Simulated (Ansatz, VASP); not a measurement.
## PbS in VASP and in Ansatz

File POSCAR:

```
PbS
1.0
    0.0000000000      3.0687750000      2.9650000000
    3.0687750000      0.0000000000      2.9650000000
    3.0687750000      3.0687750000      0.0000000000
Pb S
1 1
Direct
    0.0000000000      0.0000000000      0.0000000000
    0.5000000000      0.5000000000      0.5000000000
```

Contents of INCAR.step1:

```
SYSTEM = PbS
  ALGO = Normal
  EDIFF = 1E-4
  ENCUT = 520
  GGA = PE
  ISMEAR = 0
  LASPH = .TRUE.
  LCHARG = .FALSE.
  LREAL = .FALSE.
  LWAVE = .TRUE.
  NBANDS = 17
  NELM = 100
  PREC = Accurate
  SIGMA = 0.05
```

File INCAR.step2:

```
SYSTEM = PbS
  ALGO = Normal
  EDIFF = 1E-6
  ENCUT = 520
  ISIF = 2
  ISMEAR = 0
  ISTART = 1
  LASPH = .TRUE.
  LCHARG = .TRUE.
  LELF = .TRUE.
  LMIXTAU = .TRUE.
  LREAL = .FALSE.
  LVHAR = .TRUE.
  LWAVE = .FALSE.
  METAGGA = R2SCAN
  NBANDS = 17
  NELM = 100
  PREC = Accurate
  SIGMA = 0.05
```

KPOINTS

```
k-points
0
G
  8 8 8
  0 0 0
```

Input for Ansatz:

```yaml
crystal:
  lattice:
    - [0.0, 3.068775, 2.965]
    - [3.068775, 0.0, 2.965]
    - [3.068775, 3.068775, 0.0]
  atoms:
    - { symbol: Pb, position: [0.0, 0.0, 0.0] }
    - { symbol: S, position: [0.5, 0.5, 0.5] }
basis:
  ecutwfc: 500
kpoints:
  mp_grid: { grid: [8, 8, 8] }
hamiltonian:
  xc: r2scan
scf:
  occupations: { method: gaussian, width: 0.05 }
output:
  forces: true
  stress: true
  eigenvalues: true
```

Change from the starting cell: strain +0.0350 x Voigt [1, 1, 0, 0, 0, 0], atoms carried along.

Alike in both runs: task single point; functional r2SCAN; k mesh 8 × 8 × 8; occupations gaussian, width 0.05 eV; no spin polarisation.

|  | VASP | Ansatz |
| --- | --- | --- |
| version | VASP 6.6.1 | Ansatz 0.2.0 |
| potentials or method | VASP PAW PBE potentials, release 64 (Pb_d, S), cutoff 520 eV | scalar-relativistic, plane waves, PAW |
| valence electrons in the cell | 20 | 20 |

Ansatz gave:

| Property | Result |
| --- | --- |
| gap on the k mesh at the Fermi level (eV) | 0.82 |
| least direct gap on the mesh (eV) | 0.82 |
| pressure (GPa) | -2.3 |
| traceless stress, the component that is largest in VASP (GPa) | 2.35 |

Question: Which values does VASP return?

Answer: gap on the k mesh at the Fermi level (eV): 0.83; least direct gap on the mesh (eV): 0.83; pressure (GPa): -2.3; traceless stress, the component that is largest in VASP (GPa): 2.36.

VASP's potentials were made for PBE, not for r2SCAN. The functional is the same, so the differences come from potentials, cutoffs and numerics.

Spin-orbit coupling is off throughout.
